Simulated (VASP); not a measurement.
Wanted: the native input for a VASP 6.6.1 run.

```yaml
Task: single point
Functional: PBE
Potentials_or_basis: VASP PAW PBE potentials, release 64 (Ga_d, P)
Cutoff: 520 eV
k_mesh: 10 × 10 × 10
Occupations: fermi-dirac, width 0.05 eV
Spin: no spin polarisation
Dipole_correction: no
Further_INCAR_settings: ALGO = Normal; EDIFF = 1e-07; NBANDS = 16
```

The structure of GaP lies in POSCAR:

```
GaP
1.0
    0.0000000000      2.7069591804      2.7069591804
    2.7069591804      0.0000000000      2.7069591804
    2.7069591804      2.7069591804      0.0000000000
Ga P
1 1
Direct
    0.0000000000      0.0000000000      0.0000000000
    0.7500000000      0.7500000000      0.7500000000
```

One way to write it, as run:

INCAR

```
  PREC = Accurate
  ENCUT = 520
  EDIFF = 1E-7
  ISMEAR = -1
  SIGMA = 0.05
  LREAL = F
  LASPH = T
  NELM = 60
  ALGO = Normal
  ISIF = 2
  LWAVE = F
  LCHARG = F
  GGA = PE
  NBANDS = 16
```

KPOINTS

```
Automatic mesh
0
Gamma
  10 10 10
```

Potentials or basis: VASP PAW PBE potentials, release 64 (Ga_d, P).

Launch:

```bash
$ cat potpaw_PBE.64/Ga_d/POTCAR potpaw_PBE.64/P/POTCAR > POTCAR
$ mpirun -np 1 vasp_std > vasp.out
```

It gave:

```
Pressure               : 4.3 GPa
Band gap on the k mesh : 1.57 eV (least direct gap 2.00 eV)
```

Caveat: the cell stands under pressure.

Run time: 28 s on 1 thread of Intel(R) Xeon(R) 6975P-C (Granite Rapids), with other jobs on the host, peak memory 0.16 GiB.
